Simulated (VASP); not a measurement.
A run of VASP 6.6.1:

INCAR

```
PREC = Accurate ; ENCUT = 520
EDIFF = 1E-6 ; ISMEAR = 0
SIGMA = 0.15 ; LREAL = F
LASPH = T ; NELM = 80
ALGO = Normal ; ISIF = 2
LWAVE = F ; LCHARG = F
GGA = PE ; NBANDS = 14
```

Contents of KPOINTS:

```
Automatic mesh
0
Gamma
  20 20 20
```

The input POSCAR:

```
HfN
1.0
    0.0000000000      2.2225581436      2.3336860508
    2.2225581436      0.0000000000      2.3336860508
    2.2225581436      2.2225581436      0.0000000000
Hf N
1 1
Direct
    0.0000000000      0.0000000000      0.0000000000
    0.5000000000      0.5000000000      0.5000000000
```

Potentials or basis: VASP PAW PBE potentials, release 64 (Hf_pv, N).

Command:

```bash
$ cat potpaw_PBE.64/Hf_pv/POTCAR potpaw_PBE.64/N/POTCAR > POTCAR
$ mpirun -np 1 vasp_std > vasp.out
```

Hardware: 1 thread of Intel(R) Xeon(R) Platinum 8259CL CPU @ 2.50GHz (Skylake/Cascade Lake) (shared host).

Task: Estimate the wall time of this run.

Result: It took 2.5 min on 1 thread of Intel(R) Xeon(R) Platinum 8259CL CPU @ 2.50GHz (Skylake/Cascade Lake), on a shared host, peak memory 0.32 GiB. Counts: scf iterations 13, k points 641.
